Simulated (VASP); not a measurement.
Input of a VASP 6.6.1 run:

INCAR

```
ALGO = Normal
EDIFF = 1E-6
ENCUT = 520
GGA = PS
ISIF = 2
ISMEAR = 0
LASPH = True
LCHARG = False
LREAL = False
LWAVE = False
NBANDS = 16
NELM = 80
PREC = Accurate
SIGMA = 0.05
```

KPOINTS

```
k-points
0
Gamma
  12 12 12
```

Contents of POSCAR:

```
AgCl
1.0
    3.2314923152      0.0000000000      0.0000000000
    0.0000000000      3.2314923152      0.0000000000
    0.0000000000      0.0000000000      3.8777907782
Ag Cl
1 1
Direct
    0.0000000000      0.0000000000      0.0000000000
    0.5000000000      0.5000000000      0.5000000000
```

Potentials or basis: VASP PAW PBE potentials, release 64 (Ag, Cl).

The run is started by

```console
$ cat potpaw_PBE.64/Ag/POTCAR potpaw_PBE.64/Cl/POTCAR > POTCAR
$ mpirun -np 1 vasp_std > vasp.out
```

Predict the pressure.

-4.5 GPa.

Stress tensor (GPa, compression positive):
```
 -1.76   0.00   0.00
  0.00  -1.76   0.00
  0.00   0.00 -10.11
```

Caveat: the PAW data sets were made with another functional, which shifts forces and pressure a little.
